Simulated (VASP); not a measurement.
# Ag in VASP: single point with PBEsol

Aim: the single point of Ag with PBEsol.

All numbers are computed with VASP 6.6.1; they aren't measurements. Logs are shortened: lines on timing, memory, paths and dates and some standing lists are left out, and cuts for length are marked.

### 1 The cell of the first run

The cell holds a slab with vacuum, 11 atoms: a = 4.054 Å, b = 2.867 Å, c = 30.333 Å, α = 90.00°, β = 90.00°, γ = 90.00°.

### 2 Single point, PBEsol

Contents of INCAR:

```
SYSTEM = Ag
  PREC = Accurate
  ENCUT = 520
  EDIFF = 1E-7
  ISMEAR = 1
  SIGMA = 0.1
  LREAL = .False.
  LASPH = .True.
  NELM = 60
  ALGO = Normal
  ISIF = 2
  LWAVE = .False.
  LCHARG = .False.
  LDIPOL = .True.
  IDIPOL = 3
  DIPOL = 0.5 0.5 0.500
  GGA = PS
  NBANDS = 72
```

Contents of KPOINTS:

```
Automatic mesh
0
Gamma
  8 11 1
  0 0 0
```

Contents of POSCAR:

```
Ag
1.0
    4.0539402770      0.0000000000      0.0000000000
    0.0000000000      2.8665686600      0.0000000000
    0.0000000000      0.0000000000     30.3328433000
Ag
11
Direct
    0.0000000000      0.0000000000      0.2663788794
    0.5000000000      0.5000000000      0.3097336447
    0.0000000000      0.0000000000      0.3584407309
    0.5000000000      0.5000000000      0.4053513767
    0.0000000000      0.0000000000      0.4527683842
    0.5000000000      0.5000000000      0.4999999995
    0.0000000000      0.0000000000      0.5472316144
    0.5000000000      0.5000000000      0.5946486222
    0.0000000000      0.0000000000      0.6415592685
    0.5000000000      0.5000000000      0.6902663568
    0.0000000000      0.0000000000      0.7336211227
```

Potentials or basis: VASP PAW PBE potentials, release 64 (Ag).

On the command line:

```console
> cat potpaw_PBE.64/Ag/POTCAR > POTCAR
> mpirun -np 1 vasp_std > vasp.out
```

OUTCAR:

```text
SYSTEM = Ag
   PREC = Accurate
   ENCUT = 520
   EDIFF = 1E-7
   ISMEAR = 1
   LREAL = .False.
   LASPH = .True.
   NELM = 60
   ISIF = 2
   GGA = PS

 ion  position               nearest neighbor table
   1  0.000  0.000  0.266-   3 2.79   2 2.81   2 2.81   2 2.81   2 2.81
   2  0.500  0.500  0.310-   1 2.81   1 2.81   1 2.81   1 2.81   3 2.89   3 2.89   3 2.89   3 2.89
                             4 2.90
   3  0.000  0.000  0.358-   1 2.79   5 2.86   4 2.86   4 2.86   4 2.86   4 2.86   2 2.89   2 2.89
                             2 2.89   2 2.89
   4  0.500  0.500  0.405-   3 2.86   3 2.86   3 2.86   3 2.86   5 2.87   5 2.87   5 2.87   5 2.87
                             6 2.87   2 2.90
   5  0.000  0.000  0.453-   3 2.86   7 2.87   6 2.87   6 2.87   6 2.87   6 2.87   4 2.87   4 2.87
                             4 2.87   4 2.87
   6  0.500  0.500  0.500-   7 2.87   7 2.87   7 2.87   7 2.87   5 2.87   5 2.87   5 2.87   5 2.87
                             8 2.87   4 2.87
   7  0.000  0.000  0.547-   9 2.86   5 2.87   6 2.87   6 2.87   6 2.87   6 2.87   8 2.87   8 2.87
                             8 2.87   8 2.87
   8  0.500  0.500  0.595-   9 2.86   9 2.86   9 2.86   9 2.86   7 2.87   7 2.87   7 2.87   7 2.87
                             6 2.87  10 2.90
   9  0.000  0.000  0.642-  11 2.79   7 2.86   8 2.86   8 2.86   8 2.86   8 2.86  10 2.89  10 2.89
                            10 2.89  10 2.89
  10  0.500  0.500  0.690-  11 2.81  11 2.81  11 2.81  11 2.81   9 2.89   9 2.89   9 2.89   9 2.89
                             8 2.90
  11  0.000  0.000  0.734-   9 2.79  10 2.81  10 2.81  10 2.81  10 2.81

  LATTYP: Found a simple orthorhombic cell.
 ALAT       =     2.8665686600
 B/A-ratio  =     1.4142135626
 C/A-ratio  =    10.5815861742

  Lattice vectors:

 A1 = (   0.0000000000,  -2.8665686600,   0.0000000000)
 A2 = (   4.0539402770,   0.0000000000,   0.0000000000)
 A3 = (   0.0000000000,   0.0000000000,  30.3328433000)

Analysis of symmetry for initial positions (statically):
=====================================================================
 Subroutine PRICEL returns:
 Original cell was already a primitive cell.

 Routine SETGRP: Setting up the symmetry group for a
 simple orthorhombic supercell.

 Subroutine GETGRP returns: Found  8 space group operations
 (whereof  8 operations were pure point group operations)
 out of a pool of  8 trial point group operations.

The static configuration has the point symmetry D_2h.

Analysis of symmetry for dynamics (positions and initial velocities):
=====================================================================
 Subroutine PRICEL returns:
 Original cell was already a primitive cell.

 Routine SETGRP: Setting up the symmetry group for a
 simple orthorhombic supercell.

 Subroutine GETGRP returns: Found  8 space group operations
 (whereof  8 operations were pure point group operations)
 out of a pool of  8 trial point group operations.

The dynamic configuration has the point symmetry D_2h.

 Subroutine INISYM returns: Found  8 space group operations
 (whereof  8 operations are pure point group operations),
 and found     1 'primitive' translations

----------------------------------------------------------------------------------------

                                     Primitive cell

  volume of cell :     352.4949

  direct lattice vectors                    reciprocal lattice vectors
     4.053940277  0.000000000  0.000000000     0.246673590  0.000000000  0.000000000
     0.000000000  2.866568660  0.000000000     0.000000000  0.348849136  0.000000000
     0.000000000  0.000000000 30.332843300     0.000000000  0.000000000  0.032967566

  length of vectors
     4.053940277  2.866568660 30.332843300     0.246673590  0.348849136  0.032967566

  position of ions in fractional coordinates (direct lattice)
     0.000000000  0.000000000  0.266378879
     0.500000000  0.500000000  0.309733645
     0.000000000  0.000000000  0.358440731
     0.500000000  0.500000000  0.405351377
     0.000000000  0.000000000  0.452768384
     0.500000000  0.500000000  0.499999999
     0.000000000  0.000000000  0.547231614
     0.500000000  0.500000000  0.594648622
     0.000000000  0.000000000  0.641559269
     0.500000000  0.500000000  0.690266357
     0.000000000  0.000000000  0.733621123

  ion indices of the primitive-cell ions
   primitive index   ion index
[... 28 lines left out ...]
     0.030834199  0.031713558  0.032967566

  Shift w.r.t. Gamma in fractional coordinates (k-lattice)
     0.000000000  0.000000000  0.000000000

 Subroutine IBZKPT returns following result:
 ===========================================

 Found     30 irreducible k-points:

 Following reciprocal coordinates:
            Coordinates               Weight
  0.000000  0.000000  0.000000      1.000000
  0.125000  0.000000  0.000000      2.000000
  0.250000  0.000000  0.000000      2.000000
  0.375000  0.000000  0.000000      2.000000
  0.500000  0.000000  0.000000      1.000000
  0.000000  0.090909  0.000000      2.000000
[... 16 lines left out ...]
  0.250000  0.363636  0.000000      4.000000
  0.375000  0.363636  0.000000      4.000000
 [... further k-points ...]
   k-points           NKPTS =     30   k-points in BZ     NKDIM =     30   number of bands    NBANDS=     72
   number of dos      NEDOS =    301   number of ions     NIONS =     11
   total plane-waves  NPLWV = 172800
   dimension x,y,z NGX =    30 NGY =   24 NGZ =  240
   dimension x,y,z NGXF=    60 NGYF=   48 NGZF=  480
   ions per type =              11
   NGX,Y,Z   is equivalent  to a cutoff of  12.30, 13.92, 13.15 a.u.
   NGXF,Y,Z  is equivalent  to a cutoff of  24.61, 27.84, 26.31 a.u.
 SYSTEM =  Ag
   PREC   = accura    normal or accurate (medium, high low for compatibility)
   ISTART =      0    job   : 0-new  1-cont  2-samecut
   ICHARG =      2    charge: 1-file 2-atom 10-const
   ISPIN  =      1    spin polarized calculation?
   LNONCOLLINEAR =      F non collinear calculations
   LSORBIT =      F    spin-orbit coupling
   LASPH  =      T    aspherical Exc in radial PAW
   ENCUT  =  520.0 eV  38.22 Ry    6.18 a.u.   7.54  5.33 56.40*2*pi/ulx,y,z
   NELM   =     60;   NELMIN=  2; NELMDL= -5     # of ELM steps
   EDIFF  = 0.1E-06   stopping-criterion for ELM
   LREAL  =      F    real-space projection
   EDIFFG = 0.1E-05   stopping-criterion for IOM
   NSW    =      0    number of steps for IOM
   IBRION =     -1    ionic relax: 0-MD 1-quasi-New 2-CG
   NFREE  =      0    steps in history (QN), initial steepest desc. (CG)
   ISIF   =      2    stress and relaxation
   ISYM   =      2    0-nonsym 1-usesym 2-fastsym
   POTIM  = 0.5000    time-step for ionic-motion
   TEBEG  =    0.0;   TEEND  =   0.0 temperature during run
   PSTRESS=    0.0 pullay stress
   NELECT =     121.0000    total number of electrons
   NUPDOWN=      -1.0000    fix difference up-down
   EMIN   =  10.00;   EMAX   =-10.00  energy-range for DOS
   EFERMI =   0.00;   METHOD = LEGACY
   ISMEAR =     1;   SIGMA  =   0.10  broadening in eV -4-tet -1-fermi 0-gaus
   EFERMI_NEDOS =   21; number of points for ismear=-14 and -15
   IALGO  =     38    algorithm
   IMIX   =      4    mixing-type and parameters
     AMIX     =   0.40;   BMIX     =  1.00
     AMIX_MAG =   1.60;   BMIX_MAG =  1.00
  volume/ion in A,a.u.               =      32.04       216.25
  Fermi-wavevector in a.u.,A,eV,Ry     =   1.146267  2.166130 17.877067  1.313927
  Thomas-Fermi vector in A             =   2.282952
   LORBIT       =      0    0 simple, 1 ext, 2 COOP (PROOUT), +10 PAW based schemes
   GGA     = PS    functional components
   LHFCALC =     F    Hartree Fock is set to
   AEXX    =    0.0000 exact exchange contribution
   IVDW    =     0    specifies the selected vdW correction
   LEPSILON=     F    determine dielectric tensor
   LRPA    =     F    only Hartree local field effects (RPA)
 non-spin polarized calculation
 Methfessel and Paxton  Order N= 1 SIGMA  =   0.10
  energy-cutoff  :      520.00
  volume of cell :      352.49
 maximum number of plane-waves:      9555
   NGX = 15   NGY = 11   NGZ =113

 dipolmoment           0.000000      0.000000     -0.000000 electrons x Angstroem

 number of electron     120.9999966 magnetization

 dipolmoment           0.000000      0.000000      0.000000 electrons x Angstroem

 Free energy of the ion-electron system (eV)
  ---------------------------------------------------
  ext. energy  EPLUGINS =         0.00000000
  ---------------------------------------------------
  free energy    TOTEN  =       -34.74353846 eV

  energy without entropy =      -34.74520376  energy(sigma->0) =      -34.74409356

 E-fermi :   2.4687     XC(G=0):  -7.1060

 val. band max:        2.4301266506   @ k =   0.3750   0.0000   0.0000
 cond. band min:       2.5028964888   @ k =   0.3750   0.1818   0.0000
 fundamental gap:      0.0727698382
 Fermi energy:         2.4686824464

 k-point     1 :       0.0000    0.0000    0.0000
  band No.  band energies     occupation
      1      -5.4572      2.00000
      2      -5.0085      2.00000
      3      -4.3614      2.00000
      4      -4.1122      2.00000
      5      -3.9510      2.00000
      6      -3.9352      2.00000
[... 1789 lines left out ...]
     71       7.8115      0.00000
     72       8.3966      0.00000

 [... further k-points ...]

------------------------ aborting loop because EDIFF is reached ----------------------------------------

 vacuum level on the upper side and lower side of the slab       (xc-potential included)        -0.106        -0.106

  FORCE on cell =-STRESS in cart. coord.  units (eV):
  Direction    XX          YY          ZZ          XY          YZ          ZX
  --------------------------------------------------------------------------------------
  -------------------------------------------------------------------------------------
  Total       -1.8134788     -2.1718011     -0.3225950      0.0000000      0.0000000      0.0000000
  in kB       -8.2427143     -9.8713786     -1.4662747      0.0000000      0.0000000      0.0000000
  external PRESSURE =      -6.5267892 kB  Pullay stress =       0.0000000 kB

 VOLUME and BASIS-vectors are now :
 -----------------------------------------------------------------------------
  energy-cutoff  :      520.00
  volume of cell :      352.49
      direct lattice vectors                 reciprocal lattice vectors
     4.053940277  0.000000000  0.000000000     0.246673590  0.000000000  0.000000000
     0.000000000  2.866568660  0.000000000     0.000000000  0.348849136  0.000000000
     0.000000000  0.000000000 30.332843300     0.000000000  0.000000000  0.032967566

 POSITION                                       TOTAL-FORCE (eV/Angst)
 -----------------------------------------------------------------------------------
      0.00000      0.00000      8.08003         0.000000     -0.000000      0.015204
      2.02697      1.43328      9.39510        -0.000000      0.000000      0.004220
      0.00000      0.00000     10.87253        -0.000000     -0.000000     -0.001739
      2.02697      1.43328     12.29546        -0.000000     -0.000000     -0.007448
      0.00000      0.00000     13.73375         0.000000     -0.000000      0.001438
      2.02697      1.43328     15.16642        -0.000000     -0.000000      0.000000
      0.00000      0.00000     16.59909         0.000000     -0.000000     -0.001438
      2.02697      1.43328     18.03738        -0.000000     -0.000000      0.007448
      0.00000      0.00000     19.46032        -0.000000     -0.000000      0.001739
      2.02697      1.43328     20.93774        -0.000000     -0.000000     -0.004220
      0.00000      0.00000     22.25281         0.000000     -0.000000     -0.015204
 -----------------------------------------------------------------------------------
    total drift:                               -0.000000      0.000000      0.000004

  FREE ENERGIE OF THE ION-ELECTRON SYSTEM (eV)
  ---------------------------------------------------
  free  energy   TOTEN  =       -34.7435384616 eV

  energy  without entropy=      -34.7452037552  energy(sigma->0) =      -34.74409356

 vacuum level on the upper side and lower side of the slab         6.596         6.596
```

It took 26 min on 1 thread of Oxide Virtual Turin-like, shared host; peak memory 0.72 GiB.

Results:

```
Free energy            : -34.7435 eV
Largest force          : 0.015 eV/Å
Band gap on the k mesh : zero (an odd number of electrons rules out a gap without spin polarisation)
```

Forces on the atoms (eV/Å):
```
Ag   0.000  0.000  0.015
Ag   0.000  0.000  0.004
Ag   0.000  0.000 -0.002
Ag   0.000  0.000 -0.007
Ag   0.000  0.000  0.001
Ag   0.000  0.000  0.000
Ag   0.000  0.000 -0.001
Ag   0.000  0.000  0.007
Ag   0.000  0.000  0.002
Ag   0.000  0.000 -0.004
Ag   0.000  0.000 -0.015
```

Caveat: the PAW data sets were made with another functional, which shifts forces and pressure a little.

The gap in the log of VASP goes by the Fermi energy; the results here count the filled bands.